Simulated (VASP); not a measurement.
# MoS2 (P6_3/mmc) in VASP: notebook

MoS2 is run at these levels: PBEsol; tasks: single point.

All numbers are computed with VASP 6.6.1; they aren't measurements. Logs are shortened: lines on timing, memory, paths and dates and some standing lists are left out, and cuts for length are marked.

## Step 1: The cell of the first run

Symmetry: P6_3/mmc, No. 194, hexagonal system. Conventional cell: a = 3.267 Å, b = 3.267 Å, c = 13.199 Å, α = 90.00°, β = 90.00°, γ = 120.00°. Within 3.3 Å of Mo (site symmetry -6m2) lie 6 S at 2.50 Å and 6 Mo at 3.27 Å. S (site symmetry 3m) has 3 Mo at 2.50 Å and 7 S at 3.27 Å within 3.3 Å.

## Step 2: Single point, PBEsol

Input file INCAR:

```
  PREC = Accurate
  ENCUT = 520
  EDIFF = 1E-7
  ISMEAR = 1
  SIGMA = 0.153
  LREAL = False
  LASPH = True
  NELM = 100
  ALGO = Normal
  ISIF = 2
  LWAVE = False
  LCHARG = False
  GGA = PS
  NBANDS = 35
```

Input file KPOINTS:

```
Automatic mesh
0
Gamma
  12 12 2
```

Input file POSCAR:

```
MoS2
1.0
    3.2673000000      0.0000000000      0.0000000000
   -1.6336500000      2.8295648018      0.0000000000
    0.0000000000      0.0000000000     13.1988000000
Mo S
2 4
Direct
    0.3333333333      0.6666666667      0.2500000000
    0.6666666667      0.3333333333      0.7500000000
    0.3333333333      0.6666666667      0.6259932117
    0.6666666667      0.3333333333      0.1259932117
    0.3333333333      0.6666666667      0.8740067883
    0.6666666667      0.3333333333      0.3740067883
```

Potentials or basis: VASP PAW PBE potentials, release 64 (Mo_sv, S).

Started as:

```sh
cat potpaw_PBE.64/Mo_sv/POTCAR potpaw_PBE.64/S/POTCAR > POTCAR
mpirun -np 1 vasp_std > vasp.out
```

OUTCAR:

```text
PREC = Accurate
   ENCUT = 520
   EDIFF = 1E-7
   ISMEAR = 1
   LREAL = False
   LASPH = True
   NELM = 100
   ISIF = 2
   GGA = PS

 ion  position               nearest neighbor table
   1  0.333  0.667  0.250-   4 2.50   6 2.50   4 2.50   6 2.50   4 2.50   6 2.50
   2  0.667  0.333  0.750-   3 2.50   5 2.50   3 2.50   5 2.50   3 2.50   5 2.50
   3  0.333  0.667  0.626-   2 2.50   2 2.50   2 2.50
   4  0.667  0.333  0.126-   1 2.50   1 2.50   1 2.50
   5  0.333  0.667  0.874-   2 2.50   2 2.50   2 2.50
   6  0.667  0.333  0.374-   1 2.50   1 2.50   1 2.50

  LATTYP: Found a hexagonal cell.
 ALAT       =     3.2673000000
 C/A-ratio  =     4.0396657791

  Lattice vectors:

 A1 = (   3.2673000000,   0.0000000000,   0.0000000000)
 A2 = (  -1.6336500000,   2.8295648018,   0.0000000000)
 A3 = (   0.0000000000,   0.0000000000,  13.1988000000)

Analysis of symmetry for initial positions (statically):
=====================================================================
 Subroutine PRICEL returns:
 Original cell was already a primitive cell.

 Routine SETGRP: Setting up the symmetry group for a
 hexagonal supercell.

 Subroutine GETGRP returns: Found 24 space group operations
 (whereof 12 operations were pure point group operations)
 out of a pool of 24 trial point group operations.

The static configuration has the point symmetry D_3d.
 The point group associated with its full space group is D_6h.

Analysis of symmetry for dynamics (positions and initial velocities):
=====================================================================
 Subroutine PRICEL returns:
 Original cell was already a primitive cell.

 Routine SETGRP: Setting up the symmetry group for a
 hexagonal supercell.

 Subroutine GETGRP returns: Found 24 space group operations
 (whereof 12 operations were pure point group operations)
 out of a pool of 24 trial point group operations.

The dynamic configuration has the point symmetry D_3d.
 The point group associated with its full space group is D_6h.

 Subroutine INISYM returns: Found 24 space group operations
 (whereof 12 operations are pure point group operations),
 and found     1 'primitive' translations

----------------------------------------------------------------------------------------

                                     Primitive cell

  volume of cell :     122.0234

  direct lattice vectors                    reciprocal lattice vectors
     3.267300000  0.000000000  0.000000000     0.306063110  0.176705619  0.000000000
    -1.633650000  2.829564802  0.000000000     0.000000000  0.353411238  0.000000000
     0.000000000  0.000000000 13.198800000     0.000000000  0.000000000  0.075764463

  length of vectors
     3.267300000  3.267300000 13.198800000     0.353411238  0.353411238  0.075764463

  position of ions in fractional coordinates (direct lattice)
     0.333333333  0.666666667  0.250000000
     0.666666667  0.333333333  0.750000000
     0.333333333  0.666666667  0.625993212
     0.666666667  0.333333333  0.125993212
     0.333333333  0.666666667  0.874006788
     0.666666667  0.333333333  0.374006788

  ion indices of the primitive-cell ions
   primitive index   ion index
                 1           1
                 2           2
                 3           3
                 4           4
                 5           5
                 6           6

----------------------------------------------------------------------------------------

 KPOINTS: Automatic mesh

Automatic generation of k-mesh.
 Grid dimensions read from file:
 generate k-points for:   12   12    2

 Generating k-lattice:

  Cartesian coordinates                     Fractional coordinates (reciprocal lattice)
     0.025505259  0.014725468  0.000000000     0.083333333  0.000000000  0.000000000
     0.000000000  0.029450937  0.000000000     0.000000000  0.083333333  0.000000000
     0.000000000  0.000000000  0.037882232     0.000000000  0.000000000  0.500000000

  Length of vectors
     0.029450937  0.029450937  0.037882232

  Shift w.r.t. Gamma in fractional coordinates (k-lattice)
     0.000000000  0.000000000  0.000000000

 Subroutine IBZKPT returns following result:
 ===========================================

 Found     38 irreducible k-points:

 Following reciprocal coordinates:
            Coordinates               Weight
  0.000000  0.000000  0.000000      1.000000
  0.083333 -0.000000  0.000000      6.000000
  0.166667 -0.000000  0.000000      6.000000
  0.250000 -0.000000  0.000000      6.000000
  0.333333 -0.000000  0.000000      6.000000
  0.416667 -0.000000  0.000000      6.000000
[... 16 lines left out ...]
  0.250000 -0.000000  0.500000      6.000000
  0.333333 -0.000000  0.500000      6.000000
 [... further k-points ...]
   k-points           NKPTS =     38   k-points in BZ     NKDIM =     38   number of bands    NBANDS=     35
   number of dos      NEDOS =    301   number of ions     NIONS =      6
   total plane-waves  NPLWV =  56448
   dimension x,y,z NGX =    24 NGY =   24 NGZ =   98
   dimension x,y,z NGXF=    48 NGYF=   48 NGZF=  196
   ions per type =               2   4
   NGX,Y,Z   is equivalent  to a cutoff of  12.21, 12.21, 12.34 a.u.
   NGXF,Y,Z  is equivalent  to a cutoff of  24.42, 24.42, 24.69 a.u.
 SYSTEM =  unknown system
   PREC   = accura    normal or accurate (medium, high low for compatibility)
   ISTART =      0    job   : 0-new  1-cont  2-samecut
   ICHARG =      2    charge: 1-file 2-atom 10-const
   ISPIN  =      1    spin polarized calculation?
   LNONCOLLINEAR =      F non collinear calculations
   LSORBIT =      F    spin-orbit coupling
   LASPH  =      T    aspherical Exc in radial PAW
   ENCUT  =  520.0 eV  38.22 Ry    6.18 a.u.   6.08  6.08 24.54*2*pi/ulx,y,z
   NELM   =    100;   NELMIN=  2; NELMDL= -5     # of ELM steps
   EDIFF  = 0.1E-06   stopping-criterion for ELM
   LREAL  =      F    real-space projection
   EDIFFG = 0.1E-05   stopping-criterion for IOM
   NSW    =      0    number of steps for IOM
   IBRION =     -1    ionic relax: 0-MD 1-quasi-New 2-CG
   NFREE  =      0    steps in history (QN), initial steepest desc. (CG)
   ISIF   =      2    stress and relaxation
   ISYM   =      2    0-nonsym 1-usesym 2-fastsym
   POTIM  = 0.5000    time-step for ionic-motion
   TEBEG  =    0.0;   TEEND  =   0.0 temperature during run
   PSTRESS=    0.0 pullay stress
   NELECT =      52.0000    total number of electrons
   NUPDOWN=      -1.0000    fix difference up-down
   EMIN   =  10.00;   EMAX   =-10.00  energy-range for DOS
   EFERMI =   0.00;   METHOD = LEGACY
   ISMEAR =     1;   SIGMA  =   0.15  broadening in eV -4-tet -1-fermi 0-gaus
   EFERMI_NEDOS =   21; number of points for ismear=-14 and -15
   IALGO  =     38    algorithm
   IMIX   =      4    mixing-type and parameters
     AMIX     =   0.40;   BMIX     =  1.00
     AMIX_MAG =   1.60;   BMIX_MAG =  1.00
  volume/ion in A,a.u.               =      20.34       137.24
  Fermi-wavevector in a.u.,A,eV,Ry     =   1.231955  2.328058 20.649747  1.517714
  Thomas-Fermi vector in A             =   2.366744
   LORBIT       =      0    0 simple, 1 ext, 2 COOP (PROOUT), +10 PAW based schemes
   GGA     = PS    functional components
   LHFCALC =     F    Hartree Fock is set to
   AEXX    =    0.0000 exact exchange contribution
   IVDW    =     0    specifies the selected vdW correction
   LEPSILON=     F    determine dielectric tensor
   LRPA    =     F    only Hartree local field effects (RPA)
 non-spin polarized calculation
 Methfessel and Paxton  Order N= 1 SIGMA  =   0.15
  energy-cutoff  :      520.00
  volume of cell :      122.02
 maximum number of plane-waves:      3330
   NGX = 13   NGY = 13   NGZ = 49

 number of electron      52.0000006 magnetization

 Free energy of the ion-electron system (eV)
  ---------------------------------------------------
  ext. energy  EPLUGINS =         0.00000000
  ---------------------------------------------------
  free energy    TOTEN  =       -46.14858208 eV

  energy without entropy =      -46.14913465  energy(sigma->0) =      -46.14876627

 E-fermi :   5.6219     XC(G=0): -10.3095

 val. band max:        5.5895969595   @ k =   0.0000   0.0000   0.0000
 cond. band min:       6.6459406278   @ k =   0.1667   0.1667   0.0000
 fundamental gap:      1.0563436684
 Fermi energy:         5.6219239789

 k-point     1 :       0.0000    0.0000    0.0000
  band No.  band energies     occupation
      1     -55.6664      2.00000
      2     -55.6664      2.00000
      3     -29.7692      2.00000
      4     -29.7692      2.00000
      5     -29.6204      2.00000
      6     -29.6204      2.00000
[... 27 lines left out ...]
     34       7.8804     -0.00000
     35      10.7355      0.00000

 k-point     2 :       0.0833   -0.0000    0.0000
  band No.  band energies     occupation
      1     -55.6647      2.00000
      2     -55.6647      2.00000
      3     -29.7658      2.00000
      4     -29.7658      2.00000
      5     -29.6388      2.00000
      6     -29.6388      2.00000
[... 27 lines left out ...]
     34       7.9024     -0.00000
     35      11.1783      0.00000

 k-point     3 :       0.1667   -0.0000    0.0000
  band No.  band energies     occupation
      1     -55.6601      2.00000
      2     -55.6601      2.00000
      3     -29.7565      2.00000
      4     -29.7565      2.00000
      5     -29.6888      2.00000
      6     -29.6888      2.00000
[... 27 lines left out ...]
     34       8.2594     -0.00000
     35      12.0108      0.00000
[... 723 lines left out ...]
 k-point    23 :       0.2500   -0.0000    0.5000
  band No.  band energies     occupation
      1     -55.6537      2.00000
      2     -55.6537      2.00000
      3     -29.7564      2.00000
      4     -29.7564      2.00000
      5     -29.7437      2.00000
      6     -29.7437      2.00000
[... 27 lines left out ...]
     34       8.5671     -0.00000
     35      12.6674      0.00000

 k-point    24 :       0.3333   -0.0000    0.5000
  band No.  band energies     occupation
      1     -55.6474      2.00000
      2     -55.6474      2.00000
      3     -29.8233      2.00000
      4     -29.8233      2.00000
      5     -29.7310      2.00000
      6     -29.7310      2.00000
[... 27 lines left out ...]
     34       8.8172      0.00000
     35      12.2912      0.00000

 [... further k-points ...]
[... 5 lines left out ...]
  --------------------------------------------------------------------------------------
  -------------------------------------------------------------------------------------
  Total      -10.5180975    -10.5180975    -12.7662386     -0.0000000      0.0000000     -0.0000000
  in kB     -138.1034949   -138.1034949   -167.6217751     -0.0000000      0.0000000     -0.0000000
  external PRESSURE =    -147.9429217 kB  Pullay stress =       0.0000000 kB

 VOLUME and BASIS-vectors are now :
 -----------------------------------------------------------------------------
  energy-cutoff  :      520.00
  volume of cell :      122.02
      direct lattice vectors                 reciprocal lattice vectors
     3.267300000  0.000000000  0.000000000     0.306063110  0.176705619  0.000000000
    -1.633650000  2.829564802  0.000000000     0.000000000  0.353411238  0.000000000
     0.000000000  0.000000000 13.198800000     0.000000000  0.000000000  0.075764463

 POSITION                                       TOTAL-FORCE (eV/Angst)
 -----------------------------------------------------------------------------------
     -0.00000      1.88638      3.29970         0.000000     -0.000000      0.000000
      1.63365      0.94319      9.89910        -0.000000      0.000000      0.000000
     -0.00000      1.88638      8.26236         0.000000      0.000000      1.881103
      1.63365      0.94319      1.66296         0.000000     -0.000000      1.881103
     -0.00000      1.88638     11.53584         0.000000      0.000000     -1.881103
      1.63365      0.94319      4.93644        -0.000000     -0.000000     -1.881103
 -----------------------------------------------------------------------------------
    total drift:                               -0.000000      0.000000     -0.000000

  FREE ENERGIE OF THE ION-ELECTRON SYSTEM (eV)
  ---------------------------------------------------
  free  energy   TOTEN  =       -46.1485820813 eV

  energy  without entropy=      -46.1491346487  energy(sigma->0) =      -46.14876627
```

Run time: 4.2 min. Hardware: 1 thread of Intel Xeon 8259CL, shared host; peak memory 0.29 GiB.

Results:

- Free energy: -46.1486 eV
- Pressure: -14.8 GPa
- Largest force: 1.881 eV/Å
- Band gap on the k mesh: 1.06 eV (least direct gap 1.50 eV)

Forces in eV/Å, atoms in the order of the input:
```
Mo   0.000  0.000  0.000
Mo   0.000  0.000  0.000
S    0.000  0.000  1.881
S    0.000  0.000  1.881
S    0.000  0.000 -1.881
S    0.000  0.000 -1.881
```

Stress tensor (GPa, compression positive):
```
-13.81   0.00   0.00
  0.00 -13.81   0.00
  0.00   0.00 -16.76
```

Caveat: the cell stands under tension; the PAW data sets were made with another functional, which shifts forces and pressure a little; this functional lacks dispersion, which binds layers or chains, so the pressure and a relaxed spacing across them are unreliable. A hybrid or GW would open this gap; PBEsol tends to underestimate it.

## Step 3: Single point, PBEsol

This run uses another cell than the first one, of 20.53 Å³/atom.

Input file INCAR:

```
SYSTEM = MoS2
PREC = Accurate
ENCUT = 520
EDIFF = 1E-6
ISMEAR = 1
SIGMA = 0.142
LREAL = .False.
LASPH = .True.
NELM = 60
ALGO = Normal
ISIF = 2
LWAVE = .False.
LCHARG = .False.
GGA = PS
NBANDS = 35
```

Input file KPOINTS:

```
Automatic mesh
0
Gamma
  12 12 2
  0 0 0
```

POSCAR: that of step 2 with these lines changed.

```diff
@@ -2,5 +2,5 @@
 1.0
-    3.2673000000      0.0000000000      0.0000000000
-   -1.6336500000      2.8295648018      0.0000000000
-    0.0000000000      0.0000000000     13.1988000000
+    3.2987000000      0.0000000000      0.0000000000
+   -1.6493500000      2.8567579994      0.0000000000
+    0.0000000000      0.0000000000     13.0731000000
 Mo S
```

Potentials or basis: VASP PAW PBE potentials, release 64 (Mo_sv, S).

Started as:

```sh
cat potpaw_PBE.64/Mo_sv/POTCAR potpaw_PBE.64/S/POTCAR > POTCAR
mpirun -np 1 vasp_std > vasp.out
```

Wall time 5.5 min (1 thread of Intel Xeon 8259CL, shared host); peak memory 0.33 GiB.

It converged, with:

```yaml
Free_energy: -46.0540 eV
Pressure: -15.4 GPa
Largest_force: 1.782 eV/Å
Band_gap_on_the_k_mesh: 1.00 eV (least direct gap 1.41 eV)
```

Forces in eV/Å, atoms in the order of the input:
```
Mo   0.000  0.000  0.000
Mo   0.000  0.000  0.000
S    0.000  0.000  1.782
S    0.000  0.000  1.782
S    0.000  0.000 -1.782
S    0.000  0.000 -1.782
```

Stress tensor (GPa, compression positive):
```
-15.34   0.00   0.00
  0.00 -15.34   0.00
  0.00   0.00 -15.58
```

Levels at points of the mesh, in eV from the valence-band top:
| k point | band 23 | band 24 | band 25 | band 26 | band 27 | band 28 | band 29 | band 30 |
| --- | --- | --- | --- | --- | --- | --- | --- | --- |
| (0.00, 0.00, 0.00) | -1.80 | -1.17 | -0.74 | 0.00 | 1.97 | 1.97 | 2.00 | 2.00 |
| (0.50, 0.00, 0.00) | -1.49 | -1.37 | -1.08 | -0.99 | 1.46 | 1.49 | 1.83 | 1.99 |
| (0.00, 0.00, 0.50) | -1.81 | -1.81 | -0.20 | -0.20 | 1.98 | 1.98 | 1.98 | 1.98 |
| (0.50, 0.00, 0.50) | -1.43 | -1.43 | -1.03 | -1.03 | 1.47 | 1.47 | 1.91 | 1.91 |

Caveat: the cell stands under tension; the PAW data sets were made with another functional, which shifts forces and pressure a little; this functional lacks dispersion, which binds layers or chains, so the pressure and a relaxed spacing across them are unreliable.
